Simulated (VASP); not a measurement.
Runs of VASP 6.6.1 on TaN. The structure is that of space group P-6m2 (No. 187), or close to it. The cells are those of the table. 

```csv
cell,gap on the mesh (eV),pressure (GPa)
"a = 2.878, b = 2.878, c = 2.824 Å, angles 90.0, 90.0, 120.0°, 2 atoms",none,(a)
"a = 2.918, b = 2.918, c = 2.864 Å, angles 90.0, 90.0, 120.0°, 2 atoms",none,3.2
"a = 2.957, b = 2.957, c = 2.902 Å, angles 90.0, 90.0, 120.0°, 2 atoms",none,-10.7
"a = 2.977, b = 2.977, c = 2.921 Å, angles 90.0, 90.0, 120.0°, 2 atoms",none,-16.6
"a = 2.898, b = 2.898, c = 2.844 Å, angles 90.0, 90.0, 120.0°, 2 atoms",none,11.4
"a = 2.938, b = 2.938, c = 2.883 Å, angles 90.0, 90.0, 120.0°, 2 atoms",none,-4.1
"a = 2.996, b = 2.996, c = 2.940 Å, angles 90.0, 90.0, 120.0°, 2 atoms",none,(b)
```

Alike in all rows: task single point; level PBEsol; potentials or basis VASP PAW PBE potentials, release 64 (Ta_pv, N); no spin polarisation; k mesh 11 × 11 × 10; cutoff (eV) 520; smearing fermi-dirac 0.1 eV.

Problem. Fill in the values left out.

Solution. (a) 20.5; (b) -21.8.

Caveats: the PAW data sets were made with another functional, which shifts forces and pressure a little; spin-orbit coupling is left out, which moves the levels of the heavy elements.

A k mesh can miss the band edges, and the runs leave out spin-orbit coupling on Ta.

A gap of «none» marks levels without a gap at the run's occupations.
